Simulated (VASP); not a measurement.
# P (P3_121) in VASP: relaxation of cell and atoms with r2SCAN

Aim: the relaxation of cell and atoms of P with r2SCAN.

All numbers are computed with VASP 6.6.1; they aren't measurements. Logs are shortened: lines on timing, memory, paths and dates and some standing lists are left out, and cuts for length are marked.

**1. The cell of the first run**

Symmetry: P3_121, No. 152, trigonal system. Conventional cell: a = 4.409 Å, b = 4.409 Å, c = 5.002 Å, α = 90.00°, β = 90.00°, γ = 120.00°. P (site symmetry 2) has 2 P at 2.40 Å within 3.2 Å.

**2. Relaxation of cell and atoms, r2SCAN**

POSCAR

```
P
1.0
    4.4088059807      0.0000000000      0.0000000000
   -2.2044029904      3.8181379797      0.0000000000
    0.0000000000      0.0000000000      5.0019379694
P
3
Direct
    0.2254000000      0.0000000000      0.3333333333
    0.0000000000      0.2254000000      0.6666666667
    0.7746000000      0.7746000000      0.0000000000
```

INCAR.step1

```
PREC = Accurate ; ENCUT = 600
ISMEAR = 0 ; SIGMA = 0.1
LREAL = F ; LASPH = T
NELM = 100 ; GGA = PE
ALGO = Normal ; EDIFF = 1E-4
LWAVE = T ; LCHARG = F
```

INCAR.step2

```
PREC = Accurate ; ENCUT = 600
EDIFF = 1E-6 ; ISMEAR = 0
SIGMA = 0.1 ; LREAL = F
LASPH = T ; NELM = 100
ALGO = Normal ; ISIF = 3
LWAVE = F ; LCHARG = F
METAGGA = R2SCAN ; LMIXTAU = T
IBRION = 2 ; NSW = 90
EDIFFG = -0.04 ; ISTART = 1
```

KPOINTS

```
Automatic mesh
0
Gamma
  6 6 4
```

Potentials or basis: VASP PAW PBE potentials, release 64 (P).

Run with:

```
$ cat potpaw_PBE.64/P/POTCAR > POTCAR
$ cp INCAR.step1 INCAR
$ mpirun -np 1 vasp_std > vasp.out
$ cp INCAR.step2 INCAR
$ mpirun -np 1 vasp_std > vasp.out
```

OUTCAR:

```text
PREC = Accurate
   ENCUT = 600
   EDIFF = 1E-6
   ISMEAR = 0
   LREAL = F
   LASPH = T
   NELM = 100
   ISIF = 3
   METAGGA = R2SCAN
   IBRION = 2
   NSW = 90
   EDIFFG = -0.04
   ISTART = 1

 ion  position               nearest neighbor table
   1  0.225  0.000  0.333-   3 2.40   2 2.40
   2  0.000  0.225  0.667-   3 2.40   1 2.40
   3  0.775  0.775  0.000-   1 2.40   2 2.40

  LATTYP: Found a hexagonal cell.
 ALAT       =     4.4088059807
 C/A-ratio  =     1.1345334749

  Lattice vectors:

 A1 = (   4.4088059807,   0.0000000000,   0.0000000000)
 A2 = (  -2.2044029904,   3.8181379797,   0.0000000000)
 A3 = (   0.0000000000,   0.0000000000,   5.0019379694)

Analysis of symmetry for initial positions (statically):
=====================================================================
 Subroutine PRICEL returns:
 Original cell was already a primitive cell.

 Routine SETGRP: Setting up the symmetry group for a
 hexagonal supercell.

 Subroutine GETGRP returns: Found  6 space group operations
 (whereof  2 operations were pure point group operations)
 out of a pool of 24 trial point group operations.

The static configuration has the point symmetry C_2 .
 The point group associated with its full space group is D_3 .

Analysis of symmetry for dynamics (positions and initial velocities):
=====================================================================
 Subroutine PRICEL returns:
 Original cell was already a primitive cell.

 Routine SETGRP: Setting up the symmetry group for a
 hexagonal supercell.

 Subroutine GETGRP returns: Found  6 space group operations
 (whereof  2 operations were pure point group operations)
 out of a pool of 24 trial point group operations.

The dynamic configuration has the point symmetry C_2 .
 The point group associated with its full space group is D_3 .

 Subroutine INISYM returns: Found  6 space group operations
 (whereof  2 operations are pure point group operations),
 and found     1 'primitive' translations

----------------------------------------------------------------------------------------

                                     Primitive cell

  volume of cell :      84.1998

  direct lattice vectors                    reciprocal lattice vectors
     4.408805981  0.000000000  0.000000000     0.226818781  0.130953885  0.000000000
    -2.204402990  3.818137980  0.000000000     0.000000000  0.261907769  0.000000000
     0.000000000  0.000000000  5.001937969     0.000000000  0.000000000  0.199922511

  length of vectors
     4.408805981  4.408805981  5.001937969     0.261907769  0.261907769  0.199922511

  position of ions in fractional coordinates (direct lattice)
     0.225400000  0.000000000  0.333333333
     0.000000000  0.225400000  0.666666667
     0.774600000  0.774600000  0.000000000

  ion indices of the primitive-cell ions
   primitive index   ion index
                 1           1
                 2           2
                 3           3

----------------------------------------------------------------------------------------

 KPOINTS: Automatic mesh

Automatic generation of k-mesh.
 Grid dimensions read from file:
 generate k-points for:    6    6    4

 Generating k-lattice:

  Cartesian coordinates                     Fractional coordinates (reciprocal lattice)
     0.037803130  0.021825647  0.000000000     0.166666667  0.000000000  0.000000000
     0.000000000  0.043651295  0.000000000     0.000000000  0.166666667  0.000000000
     0.000000000  0.000000000  0.049980628     0.000000000  0.000000000  0.250000000

  Length of vectors
     0.043651295  0.043651295  0.049980628

  Shift w.r.t. Gamma in fractional coordinates (k-lattice)
     0.000000000  0.000000000  0.000000000

 Subroutine IBZKPT returns following result:
 ===========================================

 Found     24 irreducible k-points:

 Following reciprocal coordinates:
            Coordinates               Weight
  0.000000  0.000000  0.000000      1.000000
  0.166667 -0.000000  0.000000      6.000000
  0.333333  0.000000  0.000000      6.000000
  0.500000 -0.000000  0.000000      3.000000
  0.166667  0.166667  0.000000      6.000000
  0.333333  0.166667  0.000000     12.000000
[... 16 lines left out ...]
  0.333333  0.166667  0.500000     12.000000
  0.333333  0.333333  0.500000      2.000000
   k-points           NKPTS =     24   k-points in BZ     NKDIM =     24   number of bands    NBANDS=     11
   number of dos      NEDOS =    301   number of ions     NIONS =      3
   total plane-waves  NPLWV =  51840
   dimension x,y,z NGX =    36 NGY =   36 NGZ =   40
   dimension x,y,z NGXF=    72 NGYF=   72 NGZF=   80
   ions per type =               3
   NGX,Y,Z   is equivalent  to a cutoff of  13.57, 13.57, 13.29 a.u.
   NGXF,Y,Z  is equivalent  to a cutoff of  27.15, 27.15, 26.59 a.u.
 SYSTEM =  unknown system
   PREC   = accura    normal or accurate (medium, high low for compatibility)
   ISTART =      1    job   : 0-new  1-cont  2-samecut
   ICHARG =      0    charge: 1-file 2-atom 10-const
   ISPIN  =      1    spin polarized calculation?
   LNONCOLLINEAR =      F non collinear calculations
   LSORBIT =      F    spin-orbit coupling
   LASPH  =      T    aspherical Exc in radial PAW
   ENCUT  =  600.0 eV  44.10 Ry    6.64 a.u.   8.81  8.81  9.99*2*pi/ulx,y,z
   NELM   =    100;   NELMIN=  2; NELMDL=  0     # of ELM steps
   EDIFF  = 0.1E-05   stopping-criterion for ELM
   LREAL  =      F    real-space projection
   EDIFFG = -.4E-01   stopping-criterion for IOM
   NSW    =     90    number of steps for IOM
   IBRION =      2    ionic relax: 0-MD 1-quasi-New 2-CG
   NFREE  =      1    steps in history (QN), initial steepest desc. (CG)
   ISIF   =      3    stress and relaxation
   ISYM   =      2    0-nonsym 1-usesym 2-fastsym
   POTIM  = 0.5000    time-step for ionic-motion
   TEBEG  =    0.0;   TEEND  =   0.0 temperature during run
   PSTRESS=    0.0 pullay stress
   NELECT =      15.0000    total number of electrons
   NUPDOWN=      -1.0000    fix difference up-down
   EMIN   =  10.00;   EMAX   =-10.00  energy-range for DOS
   EFERMI =   0.00;   METHOD = LEGACY
   ISMEAR =     0;   SIGMA  =   0.10  broadening in eV -4-tet -1-fermi 0-gaus
   EFERMI_NEDOS =   21; number of points for ismear=-14 and -15
   IALGO  =     38    algorithm
   IMIX   =      4    mixing-type and parameters
     AMIX     =   0.40;   BMIX     =  1.00
     AMIX_MAG =   1.60;   BMIX_MAG =  1.00
  volume/ion in A,a.u.               =      28.07       189.40
  Fermi-wavevector in a.u.,A,eV,Ry     =   0.921160  1.740739 11.545023  0.848535
  Thomas-Fermi vector in A             =   2.046545
   LORBIT       =      0    0 simple, 1 ext, 2 COOP (PROOUT), +10 PAW based schemes
   METAGGA = R2SCAN    functional components
   LHFCALC =     F    Hartree Fock is set to
   AEXX    =    0.0000 exact exchange contribution
   IVDW    =     0    specifies the selected vdW correction
   LEPSILON=     F    determine dielectric tensor
   LRPA    =     F    only Hartree local field effects (RPA)
 conjugate gradient relaxation of ions
 non-spin polarized calculation
 Gauss-broadening in eV      SIGMA  =   0.10
  energy-cutoff  :      600.00
  volume of cell :       84.20
 maximum number of plane-waves:      2836
 NGX is ok and might be reduce to    36
   NGX = 17   NGY = 17   NGZ = 19

--------------------------------------- Ionic step        1  -------------------------------------------

 number of electron      14.9999999 magnetization

 Free energy of the ion-electron system (eV)
  ---------------------------------------------------
  ext. energy  EPLUGINS =         0.00000000
  ---------------------------------------------------
  free energy    TOTEN  =       -23.64753961 eV

  energy without entropy =      -23.62671667  energy(sigma->0) =      -23.63712814

------------------------ aborting loop because EDIFF is reached ----------------------------------------

  FORCE on cell =-STRESS in cart. coord.  units (eV):
  Direction    XX          YY          ZZ          XY          YZ          ZX
  --------------------------------------------------------------------------------------
  -------------------------------------------------------------------------------------
  Total       -5.2236638     -5.2236638     -9.0174442      0.0000000     -0.0000000     -0.0000000
  in kB      -99.3973696    -99.3973696   -171.5865089      0.0000000     -0.0000000     -0.0000000
  external PRESSURE =    -123.4604161 kB  Pullay stress =       0.0000000 kB
[... 92 lines left out ...]
  FREE ENERGIE OF THE ION-ELECTRON SYSTEM (eV)
  ---------------------------------------------------
  free  energy   TOTEN  =       -24.8778009357 eV

  energy  without entropy=      -24.8679948744  energy(sigma->0) =      -24.87289791

 E-fermi :   4.1868     XC(G=0):  -9.6497

 val. band max:        4.1672026085   @ k =   0.3333   0.1667   0.2500
 cond. band min:       4.2070300028   @ k =   0.5000  -0.0000   0.5000
 fundamental gap:      0.0398273944
 Fermi energy:         4.1867986215

 k-point     1 :       0.0000    0.0000    0.0000
  band No.  band energies     occupation
      1     -10.7398      2.00000
      2      -4.6940      2.00000
      3      -4.6940      2.00000
      4       1.0119      2.00000
      5       1.8622      2.00000
      6       1.8622      2.00000
      7       2.7167      2.00000
      8       2.7167      2.00000
      9       5.5744      0.00000
     10       8.2884      0.00000
     11       9.2891      0.00000
[... 309 lines left out ...]
 k-point    24 :       0.3333    0.3333    0.5000
  band No.  band energies     occupation
      1      -8.4072      2.00000
      2      -8.4072      2.00000
      3      -2.9806      2.00000
      4      -1.3920      2.00000
      5      -0.4111      2.00000
      6      -0.4111      2.00000
      7       4.6520      0.00000
      8       5.9811      0.00000
      9       5.9811      0.00000
     10       8.8274      0.00000
     11       9.5400      0.00000

 E-fermi :   4.4588     XC(G=0):  -9.7912

 val. band max:        4.4428809166   @ k =   0.3333   0.1667   0.2500
 cond. band min:       4.5448756888   @ k =   0.3333   0.0000   0.5000
 fundamental gap:      0.1019947722
 Fermi energy:         4.4587877606

 k-point     1 :       0.0000    0.0000    0.0000
  band No.  band energies     occupation
      1     -10.5659      2.00000
      2      -4.4192      2.00000
      3      -4.4192      2.00000
      4       1.1982      2.00000
      5       2.2255      2.00000
      6       2.2255      2.00000
      7       2.9546      2.00000
      8       2.9546      2.00000
      9       5.8569      0.00000
     10       8.5105      0.00000
     11       9.5907      0.00000
[... 309 lines left out ...]
 k-point    24 :       0.3333    0.3333    0.5000
  band No.  band energies     occupation
      1      -8.1359      2.00000
      2      -8.1359      2.00000
      3      -2.8302      2.00000
      4      -1.1890      2.00000
      5      -0.2723      2.00000
      6      -0.2723      2.00000
      7       4.9856      0.00000
      8       6.3304      0.00000
      9       6.3304      0.00000
     10       9.2298      0.00000
     11       9.8121      0.00000

 E-fermi :  10.4228     XC(G=0): -12.0875

 val. band max:       10.2509562861   @ k =   0.1667  -0.0000   0.0000
 cond. band min:      10.5073307916   @ k =   0.3333   0.3333   0.2500
 fundamental gap:      0.2563745055
 Fermi energy:        10.4227667277

 k-point     1 :       0.0000    0.0000    0.0000
  band No.  band energies     occupation
      1      -7.5657      2.00000
      2       0.1552      2.00000
      3       0.1552      2.00000
      4       7.6160      2.00000
      5       8.1707      2.00000
      6       8.1707      2.00000
      7       8.7780      2.00000
      8      11.9131      0.00000
      9      11.9131      0.00000
     10      15.7989      0.00000
     11      16.0182      0.00000
[... 309 lines left out ...]
 k-point    24 :       0.3333    0.3333    0.5000
  band No.  band energies     occupation
      1      -1.5890      2.00000
      2      -1.5890      2.00000
      3      -0.9852      2.00000
      4       2.0224      2.00000
      5       2.0224      2.00000
      6       2.1363      2.00000
      7      12.5022      0.00000
      8      13.2498      0.00000
      9      13.2498      0.00000
     10      16.0329      0.00000
     11      16.0329      0.00000

[... ionic steps 4 to 28 ...]

--------------------------------------- Ionic step       29  -------------------------------------------

 number of electron      15.0000000 magnetization

------------------------ aborting loop because EDIFF is reached ----------------------------------------

  FORCE on cell =-STRESS in cart. coord.  units (eV):
  Direction    XX          YY          ZZ          XY          YZ          ZX
  --------------------------------------------------------------------------------------
  -------------------------------------------------------------------------------------
  Total       -0.0454562     -0.0454562      0.1851631      0.0000000     -0.0000000     -0.0000000
  in kB       -1.6866260     -1.6866260      6.8703633      0.0000000     -0.0000000     -0.0000000
  external PRESSURE =       1.1657038 kB  Pullay stress =       0.0000000 kB
[... 59 lines left out ...]
  energy  without entropy=      -26.4111150323  energy(sigma->0) =      -26.41349170

--------------------------------------- Ionic step       31  -------------------------------------------

 number of electron      14.9999999 magnetization

 Free energy of the ion-electron system (eV)
  ---------------------------------------------------
  ext. energy  EPLUGINS =         0.00000000
  ---------------------------------------------------
  free energy    TOTEN  =       -26.41658952 eV

  energy without entropy =      -26.41156483  energy(sigma->0) =      -26.41407718

 E-fermi :   9.8326     XC(G=0): -11.9183

 val. band max:        9.7927260853   @ k =   0.3333   0.3333   0.2500
 cond. band min:       9.8477355543   @ k =   0.3333   0.3333   0.2500
 fundamental gap:      0.0550094690
 Fermi energy:         9.8325628225

 k-point     1 :       0.0000    0.0000    0.0000
  band No.  band energies     occupation
      1      -7.6854      2.00000
      2      -0.0836      2.00000
      3      -0.0836      2.00000
      4       7.5576      2.00000
      5       7.6112      2.00000
      6       7.6112      2.00000
      7       7.6654      2.00000
      8      11.1100      0.00000
      9      11.1100      0.00000
     10      15.1011      0.00000
     11      15.1011      0.00000
[... 350 lines left out ...]
  FREE ENERGIE OF THE ION-ELECTRON SYSTEM (eV)
  ---------------------------------------------------
  free  energy   TOTEN  =       -26.4165895200 eV

  energy  without entropy=      -26.4115648322  energy(sigma->0) =      -26.41407718

 reached required accuracy - stopping structural energy minimisation
```

Run time: 25 min. Hardware: 1 thread of Intel Xeon Platinum 8259CL at 2.50GHz (Skylake/Cascade Lake), shared host; peak memory 0.24 GiB.

What came out:

```
Free energy                            : -26.4166 eV
Relaxed volume                         : 14.41 Å³/atom
Relaxed cell                           : a = 3.423 Å, b = 3.423 Å, c = 4.261 Å, α = 90.00°, β = 90.00°, γ = 120.00°
Space group after relaxing (to 0.05 Å) : R-3m (No. 166)
Energy gained by relaxing              : 923.0 meV/atom
Ionic steps                            : 31
Pressure after relaxing                : -0.1 GPa
Largest force after relaxing           : 0.027 eV/Å
```

Forces on the atoms (eV/Å):
```
P    0.027  0.000  0.000
P   -0.014  0.024  0.000
P   -0.014 -0.024  0.000
```

Step by step:
```csv
step,energy change (eV),largest force (eV/Å),pressure (GPa),volume (Å³)
1,0.0000,2.1089,-12.35,84.20
2,-0.9154,2.6737,10.81,60.40
3,-1.2303,0.2482,-1.40,66.81
4,-1.2312,0.3392,-0.96,66.49
5,-1.2307,0.4344,-0.49,66.16
6,-1.2568,0.3623,-0.72,64.70
7,-1.3388,0.3487,-1.25,60.45
8,-1.6235,1.1312,-0.82,52.48
9,-2.2225,1.8235,20.85,38.57
10,-2.2288,2.1037,11.44,41.54
11,-2.2460,1.9627,17.68,39.54
12,-2.2497,1.9422,17.91,39.46
13,-2.2592,1.8789,18.64,39.23
14,-2.2708,1.7408,19.92,38.77
15,-2.2624,1.4077,23.15,37.86
16,-2.2724,1.6422,20.73,38.47
17,-2.2860,1.6221,20.43,38.54
18,-2.3260,1.5634,19.67,38.74
19,-2.4013,1.4433,17.83,39.15
20,-2.5285,1.1584,13.35,39.99
21,-2.6897,0.6649,5.62,41.69
22,-2.7250,0.0773,-5.28,45.24
23,-2.7490,0.2391,-1.91,43.93
24,-2.7493,0.2676,-1.37,43.74
25,-2.7531,0.2422,-1.23,43.68
26,-2.7620,0.1688,-0.78,43.50
27,-2.7679,0.0465,0.24,43.14
28,-2.7680,0.0554,0.16,43.17
29,-2.7680,0.0579,0.12,43.18
30,-2.7683,0.0487,0.08,43.19
31,-2.7690,0.0273,-0.05,43.23
```

Final structure:
```cif
data_structure
_symmetry_space_group_name_H-M 'P 1'
_symmetry_Int_Tables_number 1
_cell_length_a 3.4228
_cell_length_b 3.4228
_cell_length_c 4.2607
_cell_angle_alpha 90.000
_cell_angle_beta 90.000
_cell_angle_gamma 120.000
_cell_volume 43.23
loop_
_atom_site_label
_atom_site_type_symbol
_atom_site_fract_x
_atom_site_fract_y
_atom_site_fract_z
_atom_site_occupancy
P1 P 0.33160 0.00000 0.33333 1
P2 P 0.00000 0.33160 0.66667 1
P3 P 0.66840 0.66840 0.00000 1
```

Caveat: the volume moved by over 15 % at a fixed basis, so the end points are rough; the PAW data sets were made with another functional, which shifts forces and pressure a little.
